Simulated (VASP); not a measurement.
Write the native input for VASP 6.6.1 that does the following.

| Item | Value |
| --- | --- |
| Task | single point |
| Functional | PBEsol |
| Potentials or basis | VASP PAW PBE potentials, release 64 (Ti_sv, O) |
| Cutoff | 520 eV |
| k mesh | 7 × 7 × 7 |
| Occupations | gaussian, width 0.01 eV |
| Spin | no spin polarisation |
| Dipole correction | no |
| Further INCAR settings | ALGO = Normal; EDIFF = 1e-06; NBANDS = 19 |

The structure of TiO2 lies in POSCAR:

```
TiO2
1.0
    1.5266978870      0.8814399908      7.1184717827
   -1.5266978870      0.8814399908      7.1184717827
    0.0000000000     -1.7628789620      7.1184717827
Ti O
1 2
Direct
    0.0000000000      0.0000000000      0.0000000000
    0.6204670000      0.6204670000      0.6204670000
    0.3795330000      0.3795330000      0.3795330000
```

The input as run:

INCAR

```
PREC = Accurate ; ENCUT = 520
EDIFF = 1E-6 ; ISMEAR = 0
SIGMA = 0.01 ; LREAL = F
LASPH = T ; NELM = 60
ALGO = Normal ; ISIF = 2
LWAVE = F ; LCHARG = F
GGA = PS ; NBANDS = 19
```

KPOINTS

```
Automatic mesh
0
Gamma
  7 7 7
```

Potentials or basis: VASP PAW PBE potentials, release 64 (Ti_sv, O).

Launch:

```bash
$ cat potpaw_PBE.64/Ti_sv/POTCAR potpaw_PBE.64/O/POTCAR > POTCAR
$ mpirun -np 1 vasp_std > vasp.out
```

Results of the run:

```
Pressure               : -9.9 GPa
Largest force          : 1.126 eV/Å
Band gap on the k mesh : 2.45 eV (least direct gap 2.67 eV)
```

Caveat: the cell stands under tension; the PAW data sets were made with another functional, which shifts forces and pressure a little; an odd mesh through Γ misses points on the zone boundary, where band edges can lie.

It took 9.5 min on 1 thread of Intel Xeon 8259CL, with other jobs on the host, peak memory 0.42 GiB.
